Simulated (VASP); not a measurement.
# ZnS (wurtzite type) (P6_3mc) in VASP: relaxation of cell and atoms with PBE

Aim: the relaxation of cell and atoms of ZnS (wurtzite type) with PBE.

All numbers are computed with VASP 6.6.1; they aren't measurements. Logs are shortened: lines on timing, memory, paths and dates and some standing lists are left out, and cuts for length are marked.

**1. The cell of the first run**

The structure is hexagonal, space group P6_3mc (No. 186). Conventional cell: a = 3.152 Å, b = 3.152 Å, c = 5.137 Å, α = 90.00°, β = 90.00°, γ = 120.00°. Zn (site symmetry 3m) has 4 S at 1.93 Å within 2.6 Å. Within 2.6 Å of S (site symmetry 3m) lie 4 Zn at 1.93 Å.

**2. Relaxation of cell and atoms, PBE, target pressure 120 GPa, at which the enthalpy is minimised**

Input file INCAR:

```
PREC = Accurate
ENCUT = 600
EDIFF = 1E-7
ISMEAR = -1
SIGMA = 0.08
LREAL = False
LASPH = True
NELM = 60
ALGO = Normal
ISIF = 3
LWAVE = False
LCHARG = False
GGA = PE
IBRION = 2
NSW = 60
EDIFFG = -0.005
PSTRESS = 1200.0
```

Input file KPOINTS:

```
regular mesh
0
Gamma
  11 11 6
```

Input file POSCAR:

```
ZnS
1.0
    3.1518312011      0.0000000000      0.0000000000
   -1.5759156005      2.7295658886      0.0000000000
    0.0000000000      0.0000000000      5.1374848578
Zn S
2 2
Direct
    0.3333333333      0.6666666667      0.0000000000
    0.6666666667      0.3333333333      0.5000000000
    0.3333333333      0.6666666667      0.3760000000
    0.6666666667      0.3333333333      0.8760000000
```

Potentials or basis: VASP PAW PBE potentials, release 64 (Zn, S).

Command:

```
$ cat potpaw_PBE.64/Zn/POTCAR potpaw_PBE.64/S/POTCAR > POTCAR
$ mpirun -np 1 vasp_std > vasp.out
```

OUTCAR:

```text
PREC = Accurate
   ENCUT = 600
   EDIFF = 1E-7
   ISMEAR = -1
   LREAL = False
   LASPH = True
   NELM = 60
   ISIF = 3
   GGA = PE
   IBRION = 2
   NSW = 60
   EDIFFG = -0.005
   PSTRESS = 1200.0

 ion  position               nearest neighbor table
   1  0.333  0.667  0.000-   4 1.93   4 1.93   4 1.93   3 1.93
   2  0.667  0.333  0.500-   3 1.93   3 1.93   3 1.93   4 1.93
   3  0.333  0.667  0.376-   2 1.93   2 1.93   2 1.93   1 1.93
   4  0.667  0.333  0.876-   1 1.93   1 1.93   1 1.93   2 1.93

  LATTYP: Found a hexagonal cell.
 ALAT       =     3.1518312011
 C/A-ratio  =     1.6300000000

  Lattice vectors:

 A1 = (   3.1518312011,   0.0000000000,   0.0000000000)
 A2 = (  -1.5759156005,   2.7295658886,   0.0000000000)
 A3 = (   0.0000000000,   0.0000000000,   5.1374848578)

Analysis of symmetry for initial positions (statically):
=====================================================================
 Subroutine PRICEL returns:
 Original cell was already a primitive cell.

 Routine SETGRP: Setting up the symmetry group for a
 hexagonal supercell.

 Subroutine GETGRP returns: Found 12 space group operations
 (whereof  6 operations were pure point group operations)
 out of a pool of 24 trial point group operations.

The static configuration has the point symmetry C_3v.
 The point group associated with its full space group is C_6v.

Analysis of symmetry for dynamics (positions and initial velocities):
=====================================================================
 Subroutine PRICEL returns:
 Original cell was already a primitive cell.

 Routine SETGRP: Setting up the symmetry group for a
 hexagonal supercell.

 Subroutine GETGRP returns: Found 12 space group operations
 (whereof  6 operations were pure point group operations)
 out of a pool of 24 trial point group operations.

The dynamic configuration has the point symmetry C_3v.
 The point group associated with its full space group is C_6v.

 Subroutine INISYM returns: Found 12 space group operations
 (whereof  6 operations are pure point group operations),
 and found     1 'primitive' translations

----------------------------------------------------------------------------------------

                                     Primitive cell

  volume of cell :      44.1985

  direct lattice vectors                    reciprocal lattice vectors
     3.151831201  0.000000000  0.000000000     0.317275874  0.183179311  0.000000000
    -1.575915600  2.729565889  0.000000000     0.000000000  0.366358623  0.000000000
     0.000000000  0.000000000  5.137484858     0.000000000  0.000000000  0.194647776

  length of vectors
     3.151831201  3.151831201  5.137484858     0.366358623  0.366358623  0.194647776

  position of ions in fractional coordinates (direct lattice)
     0.333333333  0.666666667  0.000000000
     0.666666667  0.333333333  0.500000000
     0.333333333  0.666666667  0.376000000
     0.666666667  0.333333333  0.876000000

  ion indices of the primitive-cell ions
   primitive index   ion index
                 1           1
                 2           2
                 3           3
                 4           4

----------------------------------------------------------------------------------------

 KPOINTS: regular mesh

Automatic generation of k-mesh.
 Grid dimensions read from file:
 generate k-points for:   11   11    6

 Generating k-lattice:

  Cartesian coordinates                     Fractional coordinates (reciprocal lattice)
     0.028843261  0.016652665  0.000000000     0.090909091  0.000000000  0.000000000
     0.000000000  0.033305329  0.000000000     0.000000000  0.090909091  0.000000000
     0.000000000  0.000000000  0.032441296     0.000000000  0.000000000  0.166666667

  Length of vectors
     0.033305329  0.033305329  0.032441296

  Shift w.r.t. Gamma in fractional coordinates (k-lattice)
     0.000000000  0.000000000  0.000000000

 Subroutine IBZKPT returns following result:
 ===========================================

 Found     64 irreducible k-points:

 Following reciprocal coordinates:
            Coordinates               Weight
  0.000000  0.000000  0.000000      1.000000
  0.090909  0.000000  0.000000      6.000000
  0.181818  0.000000  0.000000      6.000000
  0.272727  0.000000  0.000000      6.000000
  0.363636  0.000000  0.000000      6.000000
  0.454545  0.000000  0.000000      6.000000
[... 16 lines left out ...]
  0.090909  0.090909  0.166667     12.000000
  0.181818  0.090909  0.166667     24.000000
 [... further k-points ...]
   k-points           NKPTS =     64   k-points in BZ     NKDIM =     64   number of bands    NBANDS=     22
   number of dos      NEDOS =    301   number of ions     NIONS =      4
   total plane-waves  NPLWV =  32928
   dimension x,y,z NGX =    28 NGY =   28 NGZ =   42
   dimension x,y,z NGXF=    56 NGYF=   56 NGZF=   84
   ions per type =               2   2
   NGX,Y,Z   is equivalent  to a cutoff of  14.77, 14.77, 13.59 a.u.
   NGXF,Y,Z  is equivalent  to a cutoff of  29.54, 29.54, 27.18 a.u.
 SYSTEM =  unknown system
   PREC   = accura    normal or accurate (medium, high low for compatibility)
   ISTART =      0    job   : 0-new  1-cont  2-samecut
   ICHARG =      2    charge: 1-file 2-atom 10-const
   ISPIN  =      1    spin polarized calculation?
   LNONCOLLINEAR =      F non collinear calculations
   LSORBIT =      F    spin-orbit coupling
   LASPH  =      T    aspherical Exc in radial PAW
   ENCUT  =  600.0 eV  44.10 Ry    6.64 a.u.   6.29  6.29 10.26*2*pi/ulx,y,z
   NELM   =     60;   NELMIN=  2; NELMDL= -5     # of ELM steps
   EDIFF  = 0.1E-06   stopping-criterion for ELM
   LREAL  =      F    real-space projection
   EDIFFG = -.5E-02   stopping-criterion for IOM
   NSW    =     60    number of steps for IOM
   IBRION =      2    ionic relax: 0-MD 1-quasi-New 2-CG
   NFREE  =      1    steps in history (QN), initial steepest desc. (CG)
   ISIF   =      3    stress and relaxation
   ISYM   =      2    0-nonsym 1-usesym 2-fastsym
   POTIM  = 0.5000    time-step for ionic-motion
   TEBEG  =    0.0;   TEEND  =   0.0 temperature during run
   PSTRESS= 1200.0 pullay stress
   NELECT =      36.0000    total number of electrons
   NUPDOWN=      -1.0000    fix difference up-down
   EMIN   =  10.00;   EMAX   =-10.00  energy-range for DOS
   EFERMI =   0.00;   METHOD = LEGACY
   ISMEAR =    -1;   SIGMA  =   0.08  broadening in eV -4-tet -1-fermi 0-gaus
   EFERMI_NEDOS =   21; number of points for ismear=-14 and -15
   IALGO  =     38    algorithm
   IMIX   =      4    mixing-type and parameters
     AMIX     =   0.40;   BMIX     =  1.00
     AMIX_MAG =   1.60;   BMIX_MAG =  1.00
  volume/ion in A,a.u.               =      11.05        74.57
  Fermi-wavevector in a.u.,A,eV,Ry     =   1.528880  2.889164 31.803251  2.337473
  Thomas-Fermi vector in A             =   2.636578
   LORBIT       =      0    0 simple, 1 ext, 2 COOP (PROOUT), +10 PAW based schemes
   GGA     = PE    functional components
   LHFCALC =     F    Hartree Fock is set to
   AEXX    =    0.0000 exact exchange contribution
   IVDW    =     0    specifies the selected vdW correction
   LEPSILON=     F    determine dielectric tensor
   LRPA    =     F    only Hartree local field effects (RPA)
 conjugate gradient relaxation of ions
 non-spin polarized calculation
  energy-cutoff  :      600.00
  volume of cell :       44.20
 maximum number of plane-waves:      1496
 NGX is ok and might be reduce to    28
   NGX = 13   NGY = 13   NGZ = 21

--------------------------------------- Ionic step        1  -------------------------------------------

 number of electron      35.9999997 magnetization

 Free energy of the ion-electron system (eV)
  ---------------------------------------------------
  ext. energy  EPLUGINS =         0.00000000
  ---------------------------------------------------
  free energy    TOTEN  =        -3.15921090 eV

  energy without entropy =       -3.15920990  energy(sigma->0) =       -3.15921040

 E-fermi :  10.5467     XC(G=0): -12.6382

 val. band max:        9.7618804640   @ k =   0.0000   0.0000   0.0000
 cond. band min:      11.3750276848   @ k =   0.3636   0.2727   0.0000
 fundamental gap:      1.6131472208
 Fermi energy:        10.5466601443

 k-point     1 :       0.0000    0.0000    0.0000
  band No.  band energies     occupation
      1      -9.4119      2.00000
      2      -6.9823      2.00000
      3      -1.1121      2.00000
      4      -1.0010      2.00000
      5      -0.9732      2.00000
      6      -0.9732      2.00000
[... 589 lines left out ...]
     21      15.0743      0.00000
     22      15.8292      0.00000

 [... further k-points ...]
[... 5 lines left out ...]
  --------------------------------------------------------------------------------------
  -------------------------------------------------------------------------------------
  Total       43.2833199     43.2833199     44.6504062      0.0000000      0.0000000      0.0000000
  in kB     1569.0040302   1569.0040303   1618.5603925      0.0000000      0.0000000      0.0000000
  external PRESSURE =     385.5228177 kB  Pullay stress =    1200.0000000 kB
[... 103 lines left out ...]
  energy  without entropy=       -6.3244239607  energy(sigma->0) =       -6.32442399

  enthalpy is  TOTEN    =        29.5802011968 eV   P V=       35.9046252221

[... ionic steps 4 to 32 ...]

--------------------------------------- Ionic step       33  -------------------------------------------

 number of electron      35.9999981 magnetization

------------------------ aborting loop because EDIFF is reached ----------------------------------------
[... 75 lines left out ...]
--------------------------------------- Ionic step       35  -------------------------------------------

 number of electron      35.9999982 magnetization

 Free energy of the ion-electron system (eV)
  ---------------------------------------------------
  ext. energy  EPLUGINS =         0.00000000
  ---------------------------------------------------
  free energy    TOTEN  =        -4.98372112 eV

  energy without entropy =       -4.97723282  energy(sigma->0) =       -4.98047697

 E-fermi :   9.8909     XC(G=0): -12.5721

 val. band max:        9.8800408937   @ k =   0.3636   0.2727   0.1667
 cond. band min:       9.9563510425   @ k =   0.0909   0.0000   0.0000
 fundamental gap:      0.0763101488
 Fermi energy:         9.8908928233

 k-point     1 :       0.0000    0.0000    0.0000
  band No.  band energies     occupation
      1      -9.3848      2.00000
      2      -7.7295      2.00000
      3      -2.1598      2.00000
      4      -1.4185      2.00000
      5      -0.4737      2.00000
      6      -0.4737      2.00000
[... 589 lines left out ...]
     21      15.2638      0.00000
     22      16.1962      0.00000

 [... further k-points ...]
[... 5 lines left out ...]
  --------------------------------------------------------------------------------------
  -------------------------------------------------------------------------------------
  Total       34.1821864     34.1821865     34.1916489      0.0000001     -0.0000000     -0.0000000
  in kB     1200.2363183   1200.2363193   1200.5685730      0.0000036     -0.0000000     -0.0000000
  external PRESSURE =       0.3470702 kB  Pullay stress =    1200.0000000 kB
[... 23 lines left out ...]
  energy  without entropy=       -4.9772328216  energy(sigma->0) =       -4.98047697

  enthalpy is  TOTEN    =        29.1917350738 eV   P V=       34.1754561924

 reached required accuracy - stopping structural energy minimisation
```

Wall time 14 min (1 thread of Intel Xeon 6975P-C (Granite Rapids), shared host); peak memory 0.23 GiB.

What came out:

```yaml
Free_energy: -4.9837 eV
Relaxed_volume: 11.41 Å³/atom
Relaxed_cell: a = 2.936 Å, b = 2.936 Å, c = 6.114 Å, α = 90.00°, β = 90.00°, γ = 120.00°
Space_group_after_relaxing_to_0.1_Å: P6_3mc (No. 186)
Energy_change_on_relaxing_the_run_minimises_the_enthalpy: -456.1 meV/atom
Ionic_steps: 35
Pressure_after_relaxing: 120.0 GPa
Largest_force_after_relaxing: 0.005 eV/Å
Band_gap_on_the_k_mesh: zero (bands 18 and 19 overlap by 0.68 eV)
```

Forces on the atoms (eV/Å):
```
Zn   0.000  0.000 -0.005
Zn   0.000  0.000 -0.005
S    0.000  0.000  0.005
S    0.000  0.000  0.005
```

Step by step:
```csv
step,energy change (eV),largest force (eV/Å),pressure (GPa),volume (Å³)
1,0.0000,0.2572,158.55,44.20
2,-9.2752,0.0003,28.54,63.48
3,-3.1652,0.1436,114.71,47.94
4,-2.8159,0.1483,119.49,47.46
5,-2.7658,0.1489,120.19,47.39
6,-2.7734,0.5000,120.13,47.38
7,-2.7662,0.9501,120.08,47.36
8,-2.7685,0.9528,120.01,47.36
9,-2.7756,0.9603,119.91,47.36
10,-2.7891,0.9669,119.65,47.35
11,-2.8137,0.9471,118.98,47.34
12,-2.8488,0.7616,117.47,47.27
13,-2.8030,0.2741,113.65,47.03
14,-1.5563,4.9097,106.41,46.11
15,-2.7397,1.2293,112.66,46.97
16,-2.7512,1.1606,112.84,46.99
17,-2.7268,1.2179,112.43,46.95
18,-2.6427,1.4177,111.32,46.83
19,-2.5968,1.2931,111.83,46.75
20,-2.4520,0.9220,113.39,46.52
21,-2.1318,0.1838,116.63,46.05
22,-1.9947,0.1052,117.96,45.86
23,-1.9543,0.0808,118.52,45.80
24,-1.8794,0.0350,119.57,45.70
25,-1.8466,0.0148,120.04,45.66
26,-1.8496,0.0167,120.00,45.66
27,-1.8501,0.0129,119.98,45.66
28,-1.8518,0.0014,119.95,45.67
29,-1.8551,0.0215,119.87,45.67
30,-1.8528,0.0060,119.93,45.67
31,-1.8517,0.0053,119.93,45.67
32,-1.8485,0.0030,119.94,45.66
33,-1.8420,0.0015,119.95,45.65
34,-1.8290,0.0102,120.00,45.64
35,-1.8245,0.0047,120.03,45.63
```

Final structure:
```
Zn S
1.0
     2.93567    0.00000    0.00000
    -1.46783    2.54236    0.00000
     0.00000    0.00000    6.11364
Zn S
2 2
Direct
  0.33333 0.66667 0.02966
  0.66667 0.33333 0.52966
  0.33333 0.66667 0.34634
  0.66667 0.33333 0.84634
```

Caveat: the cell is relaxed towards a set pressure, so the run minimises the enthalpy, not the energy; semilocal functionals underestimate gaps, so a narrow gap can read as zero; a cell axis changed by over 15 % at a fixed basis, so the end point is rough.
